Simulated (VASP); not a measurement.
# MoS2 (P-3m1) in VASP: a series of runs

Runs on MoS2. Level: PBEsol. Tasks: single point.

Program: VASP 6.6.1. These are calculated values, not measurements. Logs are shortened: lines on timing, memory, paths and dates and some standing lists are left out, and cuts for length are marked.

## (1) The cell of the first run

The structure is trigonal, space group P-3m1 (No. 164). Conventional cell: a = 3.227 Å, b = 3.227 Å, c = 6.312 Å, α = 90.00°, β = 90.00°, γ = 120.00°. Within 3.2 Å of Mo (site symmetry -3m) lie 6 S at 2.42 Å. Within 3.2 Å of S (site symmetry 3m) lie 3 Mo at 2.42 Å.

## (2) Single point, PBEsol

File INCAR:

```
SYSTEM = MoS2
PREC = Accurate ; ENCUT = 520
EDIFF = 1E-6 ; ISMEAR = 1
SIGMA = 0.1 ; LREAL = .False.
LASPH = .True. ; NELM = 100
ALGO = Normal ; ISIF = 2
LWAVE = .False. ; LCHARG = .False.
GGA = PS ; NBANDS = 20
```

File KPOINTS:

```
regular mesh
0
Gamma
  10 10 5
  0 0 0
```

File POSCAR:

```
MoS2
1.0
    3.2274650000      0.0000000000      0.0000000000
   -1.6137320000      2.7950660000      0.0000000000
    0.0000000000      0.0000000000      6.3124730000
Mo S
1 2
Direct
    0.0000000000      0.0000000000      0.5000000000
    0.3333333333      0.6666666667      0.2553190000
    0.6666666667      0.3333333333      0.7446810000
```

Potentials or basis: VASP PAW PBE potentials, release 64 (Mo_sv, S).

Launch:

```sh
$ cat potpaw_PBE.64/Mo_sv/POTCAR potpaw_PBE.64/S/POTCAR > POTCAR
$ mpirun -np 1 vasp_std > vasp.out
```

OUTCAR:

```text
SYSTEM = MoS2
   PREC = Accurate
   ENCUT = 520
   EDIFF = 1E-6
   ISMEAR = 1
   LREAL = .False.
   LASPH = .True.
   NELM = 100
   ISIF = 2
   GGA = PS

 ion  position               nearest neighbor table
   1  0.000  0.000  0.500-   2 2.42   3 2.42   3 2.42   2 2.42   3 2.42   2 2.42
   2  0.333  0.667  0.255-   1 2.42   1 2.42   1 2.42
   3  0.667  0.333  0.745-   1 2.42   1 2.42   1 2.42

  LATTYP: Found a hexagonal cell.
 ALAT       =     3.2274650000
 C/A-ratio  =     1.9558610241

  Lattice vectors:

 A1 = (   3.2274650000,   0.0000000000,   0.0000000000)
 A2 = (  -1.6137320000,   2.7950660000,   0.0000000000)
 A3 = (   0.0000000000,   0.0000000000,   6.3124730000)

Analysis of symmetry for initial positions (statically):
=====================================================================
 Subroutine PRICEL returns:
 Original cell was already a primitive cell.

 Routine SETGRP: Setting up the symmetry group for a
 hexagonal supercell.

 Subroutine GETGRP returns: Found 12 space group operations
 (whereof 12 operations were pure point group operations)
 out of a pool of 24 trial point group operations.

The static configuration has the point symmetry D_3d.

Analysis of symmetry for dynamics (positions and initial velocities):
=====================================================================
 Subroutine PRICEL returns:
 Original cell was already a primitive cell.

 Routine SETGRP: Setting up the symmetry group for a
 hexagonal supercell.

 Subroutine GETGRP returns: Found 12 space group operations
 (whereof 12 operations were pure point group operations)
 out of a pool of 24 trial point group operations.

The dynamic configuration has the point symmetry D_3d.

 Subroutine INISYM returns: Found 12 space group operations
 (whereof 12 operations are pure point group operations),
 and found     1 'primitive' translations

----------------------------------------------------------------------------------------

                                     Primitive cell

  volume of cell :      56.9447

  direct lattice vectors                    reciprocal lattice vectors
     3.227465000  0.000000000  0.000000000     0.309840695  0.178886597  0.000000000
    -1.613732000  2.795066000  0.000000000     0.000000000  0.357773305  0.000000000
     0.000000000  0.000000000  6.312473000     0.000000000  0.000000000  0.158416519

  length of vectors
     3.227465000  3.227464161  6.312473000     0.357773212  0.357773305  0.158416519

  position of ions in fractional coordinates (direct lattice)
     0.000000000  0.000000000  0.500000000
     0.333333333  0.666666667  0.255319000
     0.666666667  0.333333333  0.744681000

  ion indices of the primitive-cell ions
   primitive index   ion index
                 1           1
                 2           2
                 3           3

----------------------------------------------------------------------------------------

 KPOINTS: regular mesh

Automatic generation of k-mesh.
 Grid dimensions read from file:
 generate k-points for:   10   10    5

 Generating k-lattice:

  Cartesian coordinates                     Fractional coordinates (reciprocal lattice)
     0.030984070  0.017888660  0.000000000     0.100000000 -0.000000000  0.000000000
     0.000000000  0.035777330  0.000000000     0.000000000  0.100000000  0.000000000
     0.000000000  0.000000000  0.031683304     0.000000000  0.000000000  0.200000000

  Length of vectors
     0.035777321  0.035777330  0.031683304

  Shift w.r.t. Gamma in fractional coordinates (k-lattice)
     0.000000000  0.000000000  0.000000000

 Subroutine IBZKPT returns following result:
 ===========================================

 Found     58 irreducible k-points:

 Following reciprocal coordinates:
            Coordinates               Weight
  0.000000  0.000000  0.000000      1.000000
  0.100000 -0.000000  0.000000      6.000000
  0.200000 -0.000000  0.000000      6.000000
  0.300000 -0.000000  0.000000      6.000000
  0.400000 -0.000000  0.000000      6.000000
  0.500000 -0.000000  0.000000      3.000000
[... 16 lines left out ...]
  0.000000  0.400000  0.200000      6.000000
  0.500000 -0.000000  0.200000      6.000000
 [... further k-points ...]
   k-points           NKPTS =     58   k-points in BZ     NKDIM =     58   number of bands    NBANDS=     20
   number of dos      NEDOS =    301   number of ions     NIONS =      3
   total plane-waves  NPLWV =  27648
   dimension x,y,z NGX =    24 NGY =   24 NGZ =   48
   dimension x,y,z NGXF=    48 NGYF=   48 NGZF=   96
   ions per type =               1   2
   NGX,Y,Z   is equivalent  to a cutoff of  12.36, 12.36, 12.64 a.u.
   NGXF,Y,Z  is equivalent  to a cutoff of  24.72, 24.72, 25.28 a.u.
 SYSTEM =  MoS2
   PREC   = accura    normal or accurate (medium, high low for compatibility)
   ISTART =      0    job   : 0-new  1-cont  2-samecut
   ICHARG =      2    charge: 1-file 2-atom 10-const
   ISPIN  =      1    spin polarized calculation?
   LNONCOLLINEAR =      F non collinear calculations
   LSORBIT =      F    spin-orbit coupling
   LASPH  =      T    aspherical Exc in radial PAW
   ENCUT  =  520.0 eV  38.22 Ry    6.18 a.u.   6.00  6.00 11.74*2*pi/ulx,y,z
   NELM   =    100;   NELMIN=  2; NELMDL= -5     # of ELM steps
   EDIFF  = 0.1E-05   stopping-criterion for ELM
   LREAL  =      F    real-space projection
   EDIFFG = 0.1E-04   stopping-criterion for IOM
   NSW    =      0    number of steps for IOM
   IBRION =     -1    ionic relax: 0-MD 1-quasi-New 2-CG
   NFREE  =      0    steps in history (QN), initial steepest desc. (CG)
   ISIF   =      2    stress and relaxation
   ISYM   =      2    0-nonsym 1-usesym 2-fastsym
   POTIM  = 0.5000    time-step for ionic-motion
   TEBEG  =    0.0;   TEEND  =   0.0 temperature during run
   PSTRESS=    0.0 pullay stress
   NELECT =      26.0000    total number of electrons
   NUPDOWN=      -1.0000    fix difference up-down
   EMIN   =  10.00;   EMAX   =-10.00  energy-range for DOS
   EFERMI =   0.00;   METHOD = LEGACY
   ISMEAR =     1;   SIGMA  =   0.10  broadening in eV -4-tet -1-fermi 0-gaus
   EFERMI_NEDOS =   21; number of points for ismear=-14 and -15
   IALGO  =     38    algorithm
   IMIX   =      4    mixing-type and parameters
     AMIX     =   0.40;   BMIX     =  1.00
     AMIX_MAG =   1.60;   BMIX_MAG =  1.00
  volume/ion in A,a.u.               =      18.98       128.09
  Fermi-wavevector in a.u.,A,eV,Ry     =   1.260612  2.382212 21.621611  1.589144
  Thomas-Fermi vector in A             =   2.394113
   LORBIT       =      0    0 simple, 1 ext, 2 COOP (PROOUT), +10 PAW based schemes
   GGA     = PS    functional components
   LHFCALC =     F    Hartree Fock is set to
   AEXX    =    0.0000 exact exchange contribution
   IVDW    =     0    specifies the selected vdW correction
   LEPSILON=     F    determine dielectric tensor
   LRPA    =     F    only Hartree local field effects (RPA)
 non-spin polarized calculation
 Methfessel and Paxton  Order N= 1 SIGMA  =   0.10
  energy-cutoff  :      520.00
  volume of cell :       56.94
 maximum number of plane-waves:      1556
   NGX = 13   NGY = 13   NGZ = 23

 number of electron      26.0000001 magnetization

 Free energy of the ion-electron system (eV)
  ---------------------------------------------------
  ext. energy  EPLUGINS =         0.00000000
  ---------------------------------------------------
  free energy    TOTEN  =       -22.57098150 eV

  energy without entropy =      -22.57236257  energy(sigma->0) =      -22.57144186

 E-fermi :   6.9309     XC(G=0): -10.6245

 val. band max:        6.8531377807   @ k =   0.2000   0.2000   0.4000
 cond. band min:       6.9646405615   @ k =   0.1000  -0.0000   0.2000
 fundamental gap:      0.1115027808
 Fermi energy:         6.9309044125

 k-point     1 :       0.0000    0.0000    0.0000
  band No.  band energies     occupation
      1     -54.8593      2.00000
      2     -28.9215      2.00000
      3     -28.8923      2.00000
      4     -28.8923      2.00000
      5      -7.9866      2.00000
      6      -6.5232      2.00000
[... 12 lines left out ...]
     19      12.9045      0.00000
     20      16.3844      0.00000

 k-point     2 :       0.1000   -0.0000    0.0000
  band No.  band energies     occupation
      1     -54.8562      2.00000
      2     -28.9244      2.00000
      3     -28.9152      2.00000
      4     -28.8996      2.00000
      5      -7.8352      2.00000
      6      -6.4912      2.00000
[... 12 lines left out ...]
     19      13.5749      0.00000
     20      15.9456      0.00000

 k-point     3 :       0.2000   -0.0000    0.0000
  band No.  band energies     occupation
      1     -54.8483      2.00000
      2     -29.0074      2.00000
      3     -28.9188      2.00000
      4     -28.8988      2.00000
      5      -7.4139      2.00000
      6      -6.4024      2.00000
[... 12 lines left out ...]
     19      14.4785      0.00000
     20      15.6264      0.00000

 k-point     4 :       0.3000   -0.0000    0.0000
  band No.  band energies     occupation
      1     -54.8385      2.00000
      2     -29.1084      2.00000
      3     -28.9423      2.00000
      4     -28.8784      2.00000
      5      -6.8457      2.00000
      6      -6.2559      2.00000
[... 12 lines left out ...]
     19      14.0525      0.00000
     20      14.7049      0.00000

 k-point     5 :       0.4000   -0.0000    0.0000
  band No.  band energies     occupation
      1     -54.8306      2.00000
      2     -29.1890      2.00000
      3     -28.9613      2.00000
      4     -28.8618      2.00000
      5      -6.4599      2.00000
      6      -5.9481      2.00000
[... 12 lines left out ...]
     19      13.5388      0.00000
     20      14.7054      0.00000
[... 353 lines left out ...]
      6      -6.3532      2.00000
[... 12 lines left out ...]
     19      14.5320      0.00000
     20      14.6074      0.00000

 k-point    22 :       0.4000   -0.0000    0.2000
  band No.  band energies     occupation
      1     -54.8306      2.00000
      2     -29.1890      2.00000
      3     -28.9613      2.00000
      4     -28.8619      2.00000
      5      -6.5131      2.00000
      6      -5.8747      2.00000
[... 12 lines left out ...]
     19      13.1284      0.00000
     20      15.5500      0.00000

 k-point    23 :       0.0000    0.4000    0.2000
  band No.  band energies     occupation
      1     -54.8306      2.00000
      2     -29.1890      2.00000
      3     -28.9613      2.00000
      4     -28.8619      2.00000
      5      -6.4250      2.00000
      6      -5.9919      2.00000
[... 12 lines left out ...]
     19      13.4328      0.00000
     20      14.4423      0.00000

 k-point    24 :       0.5000   -0.0000    0.2000
  band No.  band energies     occupation
      1     -54.8275      2.00000
      2     -29.2195      2.00000
      3     -28.9685      2.00000
      4     -28.8555      2.00000
      5      -6.4015      2.00000
      6      -5.6854      2.00000
[... 12 lines left out ...]
     19      13.2057      0.00000
     20      14.5011      0.00000

 [... further k-points ...]
[... 5 lines left out ...]
  --------------------------------------------------------------------------------------
  -------------------------------------------------------------------------------------
  Total       -1.6873250     -1.6873242     -0.2303820     -0.0000003      0.0000000      0.0000000
  in kB      -47.4740388    -47.4740157     -6.4819540     -0.0000085      0.0000000      0.0000000
  external PRESSURE =     -33.8100028 kB  Pullay stress =       0.0000000 kB

 VOLUME and BASIS-vectors are now :
 -----------------------------------------------------------------------------
  energy-cutoff  :      520.00
  volume of cell :       56.94
      direct lattice vectors                 reciprocal lattice vectors
     3.227465000  0.000000000  0.000000000     0.309840695  0.178886597  0.000000000
    -1.613732000  2.795066000  0.000000000     0.000000000  0.357773305  0.000000000
     0.000000000  0.000000000  6.312473000     0.000000000  0.000000000  0.158416519

 POSITION                                       TOTAL-FORCE (eV/Angst)
 -----------------------------------------------------------------------------------
      0.00000      0.00000      3.15624         0.000000      0.000000      0.000000
      0.00000      1.86338      1.61169         0.000000      0.000000     -0.022840
      1.61373      0.93169      4.70078         0.000000      0.000000      0.022840
 -----------------------------------------------------------------------------------
    total drift:                                0.000000      0.000000      0.000000

  FREE ENERGIE OF THE ION-ELECTRON SYSTEM (eV)
  ---------------------------------------------------
  free  energy   TOTEN  =       -22.5709815015 eV

  energy  without entropy=      -22.5723625749  energy(sigma->0) =      -22.57144186
```

It took 76 s on 1 thread of Intel Xeon 8259CL, shared host; peak memory 0.21 GiB.

What came out:

```yaml
Free_energy: -22.5710 eV
Pressure: -3.4 GPa
Largest_force: 0.023 eV/Å
Band_gap_on_the_k_mesh: zero (band 13 reaches 7.24 eV, above the bottom of band 14 at 6.47 eV)
```

Forces in eV/Å, atoms in the order of the input:
```
Mo   0.000  0.000  0.000
S    0.000  0.000 -0.023
S    0.000  0.000  0.023
```

Caveat: the PAW data sets were made with another functional, which shifts forces and pressure a little; this functional lacks dispersion, which binds the layers, so the pressure and a relaxed spacing across them are unreliable.

(Part 1 of 2 ends here.)
